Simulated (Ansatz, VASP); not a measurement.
# One calculation of Ge, two programs

```
Ge
1.0
     2.71047    0.00000    0.00000
     0.00000    2.71047    0.00000
     0.00000    0.00000    2.71047
Ge
1
Direct
  0.00000 0.00000 0.00000
```

Alike in both runs: functional HSE06; k mesh 6 × 6 × 6; occupations fermi-dirac, width 0.05 eV; no spin polarisation.

|  | VASP | Ansatz |
| --- | --- | --- |
| version | VASP 6.6.1 | Ansatz 0.2.0 |
| potentials or method | VASP PAW PBE potentials, release 64 (Ge_d) | Ansatz PAW |
| plane-wave cutoff (eV) | 520 | 420 |
| valence electrons in the cell | 14 | 14 |
| task | single point | projected density of states |

Ansatz gave:

* gap on the k mesh at the Fermi level (eV): none
* pressure (GPa): -2.7

Task: What did VASP give for the same quantities?

Result: gap on the k mesh at the Fermi level (eV): none; pressure (GPa): -2.4.

A gap of «none» marks a metal or a gap that the smearing closes. The functional is the same, so the differences come from potentials, cutoffs and numerics.

The k mesh is coarse, so the values compare programs but aren't converged.
